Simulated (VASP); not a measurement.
Write the native input for VASP 6.6.1 that does the following.

```
Task                   : relaxation of shape and atoms at fixed volume
Functional             : PBE
Potentials or basis    : VASP PAW PBE potentials, release 64 (Sn_d, Se)
Cutoff                 : 600 eV
k mesh                 : 9 × 9 × 5
Occupations            : fermi-dirac, width 0.08 eV
Spin                   : no spin polarisation
Dipole correction      : no
Further INCAR settings : ALGO = Normal; EDIFF = 1e-06; IBRION = 2; EDIFFG = -0.005; NSW = 50; ISIF = 4
```

The structure of SnSe (wurtzite type) lies in POSCAR:

```
SnSe
1.0
    4.4063050480      0.0000000000      0.0000000000
   -2.2031525240      3.8159721084      0.0000000000
    0.0000000000      0.0000000000      5.2962569027
Sn Se
2 2
Direct
    0.3333333333      0.6666666667     -0.0458466306
    0.6666666667      0.3333333333      0.4541533694
    0.3333333333      0.6666666667      0.4218466306
    0.6666666667      0.3333333333      0.9218466306
```

One way to write it, as run:

INCAR

```
SYSTEM = SnSe
PREC = Accurate
ENCUT = 600
EDIFF = 1E-6
ISMEAR = -1
SIGMA = 0.08
LREAL = .FALSE.
LASPH = .TRUE.
NELM = 80
ALGO = Normal
ISIF = 4
LWAVE = .FALSE.
LCHARG = .FALSE.
GGA = PE
IBRION = 2
NSW = 50
EDIFFG = -0.005
```

KPOINTS

```
regular mesh
0
G
  9 9 5
  0 0 0
```

Potentials or basis: VASP PAW PBE potentials, release 64 (Sn_d, Se).

Run with:

```bash
$ cat potpaw_PBE.64/Sn_d/POTCAR potpaw_PBE.64/Se/POTCAR > POTCAR
$ mpirun -np 1 vasp_std > vasp.out
```

Results of the run:

```yaml
Energy_gained_by_relaxing: 48.5 meV/atom
Ionic_steps: 10
Pressure_after_relaxing: 37.5 GPa
Band_gap_on_the_k_mesh: zero (bands 20 and 21 overlap by 0.46 eV)
```

Caveat: semilocal functionals underestimate gaps, and a narrow one can read as zero; spin-orbit coupling is left out, which moves the levels of the heavy elements.

Run time: 4.4 min on 1 thread of AMD EPYC 9R45 96-Core Processor (Zen 5), with other jobs on the host, peak memory 0.24 GiB.
